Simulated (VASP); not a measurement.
Crystal: C.

```
CELL_PARAMETERS angstrom
0.00000 1.78582 -1.78582
3.57164 0.00000 0.00000
-1.78582 -3.57164 -1.78582
ATOMIC_POSITIONS crystal
C 0.16667 0.41667 0.33333
C 0.50000 0.75000 0.00000
C 0.83333 0.08333 0.66667
C 0.33333 0.33333 0.66667
C 0.66667 0.66667 0.33333
C 0.00000 0.00000 0.00000
```

Base run:

- Program: VASP 6.6.1
- Functional: PBE
- Potentials or basis: VASP PAW PBE potentials, release 64 (C)
- Cutoff: 520 eV
- k mesh: 10 × 10 × 10
- Occupations: gaussian, width 0.02 eV
- Spin: no spin polarisation

Its results: band gap on the k mesh 4.16 eV; pressure 0.6 GPa.

The run is repeated on the same cell with these changes: further incar settings from ALGO = Normal; EDIFF = 1e-07; NBANDS = 21 to ALGO = Normal; EDIFF = 1e-06; NBANDS = 21; ISYM = 0; dispersion from none to D4. What comes out?

Band gap on the k mesh 4.16 eV; pressure -4.6 GPa.

Caveats: the cell stands under tension (at least some runs).

A k mesh can miss the band edges.
